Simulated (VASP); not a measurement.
A run of VASP 6.6.1 is set up as follows.

Contents of INCAR:

```
SYSTEM = Al
PREC = Accurate
ENCUT = 520
EDIFF = 1E-6
ISMEAR = 0
SIGMA = 0.15
LREAL = .False.
LASPH = .True.
NELM = 80
ALGO = Normal
ISIF = 2
LWAVE = .False.
LCHARG = .False.
GGA = PE
NBANDS = 8
```

KPOINTS

```
regular mesh
0
Gamma
  20 20 20
  0 0 0
```

Contents of POSCAR:

```
Al
1.0
    0.0000000000      1.9936203000      1.9936203000
    1.9936203000      0.0000000000      1.9936203000
    1.9936203000      1.9936203000      0.0000000000
Al
1
Direct
    0.0000000000      0.0000000000      0.0000000000
```

Potentials or basis: VASP PAW PBE potentials, release 64 (Al).

Launch:

```console
$ cat potpaw_PBE.64/Al/POTCAR > POTCAR
$ mpirun -np 1 vasp_std > vasp.out
```

(1) What does it give for the band gap on the k mesh?

(2) Predict the pressure.

## Answers

(1) zero (an odd number of electrons rules out a gap without spin polarisation).

(2) 3.3 GPa.

Caveat: the cell differs from its parent crystal (strain -0.015 along x and y, -0.015 along z); the cell stands under pressure.
